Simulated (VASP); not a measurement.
A run of VASP 6.6.1:

The input INCAR:

```
  ALGO = Normal
  EDIFF = 1E-6
  ENCUT = 600
  GGA = PE
  GGA_COMPAT = False
  ISIF = 2
  ISMEAR = 0
  LASPH = True
  LCHARG = False
  LREAL = False
  LWAVE = False
  NBANDS = 17
  NELM = 120
  PREC = Accurate
  SIGMA = 0.1
```

KPOINTS

```
k-points
0
Gamma
  18 18 18
```

Contents of POSCAR:

```
NiN2
1.0
    0.0000000000      2.3299953372      2.3299953372
    2.3299953372      0.0000000000      2.3299953372
    2.3299953372      2.3299953372      0.0000000000
Ni N
1 2
Direct
    0.0000000000      0.0000000000      0.0000000000
    0.2500000000      0.2500000000      0.2500000000
    0.7500000000      0.7500000000      0.7500000000
```

Potentials or basis: VASP PAW PBE potentials, release 64 (Ni, N).

The run is started by

```sh
$ cat potpaw_PBE.64/Ni/POTCAR potpaw_PBE.64/N/POTCAR > POTCAR
$ mpirun -np 1 vasp_std > vasp.out
```

Hardware: 1 thread of Intel Xeon 8259CL, on a shared host.

Task: How long does it take, and how much memory?

Result: Run time: 4.4 min on 1 thread of Intel Xeon 8259CL, on a shared host, peak memory 0.24 GiB. Counts: scf iterations 21, k points 195.
